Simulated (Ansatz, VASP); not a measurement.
**One calculation of P, two programs**

Contents of INCAR:

```
PREC = Accurate
ENCUT = 600
EDIFF = 1E-6
ISMEAR = 0
SIGMA = 0.1
LREAL = F
LASPH = T
NELM = 100
ALGO = Normal
ISIF = 3
LWAVE = F
LCHARG = F
GGA = PE
IBRION = 2
NSW = 80
EDIFFG = -0.01
```

Contents of KPOINTS:

```
regular mesh
0
Gamma
  12 12 14
```

POSCAR

```
P
1.0
    3.3314942861      0.0000000000      0.0000000000
   -1.6657471430      2.8851586844      0.0000000000
    0.0000000000      0.0000000000      3.1664159569
P
2
Direct
    0.6666666667      0.3333333333      0.2500000000
    0.3333333333      0.6666666667      0.7500000000
```

Input for Ansatz:

```yaml
crystal:
  lattice:
    - [3.3314942861, 0.0, 0.0]
    - [-1.665747143, 2.8851586844, 0.0]
    - [0.0, 0.0, 3.1664159569]
  atoms:
    - { symbol: P, position: [0.6666666667, 0.3333333333, 0.25] }
    - { symbol: P, position: [0.3333333333, 0.6666666667, 0.75] }
basis:
  ecutwfc: 420
kpoints:
  mp_grid: { grid: [12, 12, 14] }
hamiltonian:
  xc: pbe
scf:
  occupations: { method: gaussian, width: 0.1 }
output:
  forces: true
  stress: true
  eigenvalues: true
relax:
  adjacent_minimum: "off"
  f_tol: 0.01
  max_steps: 60
  cell: { stress_tol: 0.1 }
```

Alike in both runs: task relaxation of cell and atoms; functional PBE; k mesh 12 × 12 × 14; occupations gaussian, width 0.1 eV; no spin polarisation.

```csv
,VASP,Ansatz
version,VASP 6.6.1,Ansatz 0.2.0
potentials or method,"VASP PAW PBE potentials, release 64 (P), cutoff 600 eV","scalar-relativistic, plane waves, PAW"
valence electrons in the cell,10,10
```

```tsv
	VASP	Ansatz	Ansatz less VASP
gap on the k mesh at the Fermi level, each at its own relaxed structure (eV)	none	none	-
relaxed volume (Å³/atom)	15.13	15.15	+0.024
relaxed cell length with the largest relative difference (Å)	3.214	3.217	+0.0025
```

A gap of «none» marks a metal or a gap that the smearing closes.
